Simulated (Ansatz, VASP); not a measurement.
## One calculation of La2Ga3Co2Se2, two programs

```
La Co Ga Se
1.0
     0.00000    4.36821    0.00000
     4.36821    0.00000    0.00000
     2.18411    2.18411   -9.88763
La Co Ga Se
2 2 3 2
Cartesian
  4.3682 4.3682 -6.2601
  2.1841 2.1841 -3.6276
  2.1841 0.0000 0.0000
  0.0000 2.1841 0.0000
  4.3682 2.1841 -4.9438
  2.1841 4.3682 -4.9438
  2.1841 2.1841 0.0000
  2.1841 2.1841 -8.0058
  4.3682 4.3682 -1.8818
```

Alike in both runs: task single point; functional PBE; k mesh 6 × 6 × 6; occupations methfessel-paxton of order 1, width 0.0602 eV; no spin polarisation.

```csv
,VASP,Ansatz
version,VASP 6.6.1,Ansatz 0.2.0
potentials or method,"VASP PAW PBE potentials, release 64 (La, Co, Ga_d, Se), cutoff 520 eV",PAW plane waves
valence electrons in the cell,91,127
```

VASP gave:

| Quantity | Value |
| --- | --- |
| pressure (GPa) | 14.2 |
| traceless stress, the component that is largest in VASP (GPa) | -4.71 |
| rms of the force components (eV/Å) | 2.263 |

Problem. What did Ansatz give for the same quantities?

Solution. Pressure (GPa): 13.9; traceless stress, the component that is largest in VASP (GPa): -4.65; rms of the force components (eV/Å): 2.257.

Atom by atom the forces differ by 0.007 eV/Å (rms over components). VASP's potentials hold 91 valence electrons a cell and Ansatz's 127, so a difference there can come from the potentials and not from the codes.

Neither program's run includes spin-orbit coupling.
